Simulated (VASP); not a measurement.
Runs of VASP 6.6.1 on BaLiF3. The structure is that of space group Pm-3m (No. 221), or close to it. The cells are those of the table. 

| cell | gap on the mesh (eV) |
| --- | --- |
| a = 4.048 Å, 5 atoms | 6.41 |
| a = 3.929, b = 3.929, c = 4.048 Å, 5 atoms | 6.33 |
| a = 3.869, b = 3.869, c = 3.989 Å, 5 atoms | 6.38 |
| a = 3.869, b = 3.869, c = 4.108 Å, 5 atoms | 6.09 |
| a = 3.929, b = 3.929, c = 3.869 Å, 5 atoms | 6.46 |
| a = 3.869, b = 3.869, c = 3.929 Å, 5 atoms | (a) |
| a = 3.929, b = 3.929, c = 3.989 Å, 5 atoms | 6.43 |
| a = 4.108 Å, 5 atoms | 6.33 |
| a = 3.869, b = 3.869, c = 4.048 Å, 5 atoms | 6.26 |
| a = 3.989, b = 3.989, c = 3.869 Å, 5 atoms | (b) |
| a = 3.929 Å, 5 atoms | (c) |
| a = 3.989, b = 3.989, c = 3.929 Å, 5 atoms | 6.41 |

Alike in all rows: task single point; level LDA; potentials or basis VASP PAW LDA potentials, release 64 (Ba_sv, Li_sv, F); no spin polarisation; k mesh 6 × 6 × 6; cutoff (eV) 520; smearing gaussian 0.05 eV.

**Question.** Estimate the missing entries.

**Answer.** (a) 6.48; (b) 6.34; (c) 6.53.

Caveats: spin-orbit coupling is left out, which moves the levels of the heavy elements.

A k mesh can miss the band edges, and the runs leave out spin-orbit coupling on Ba.
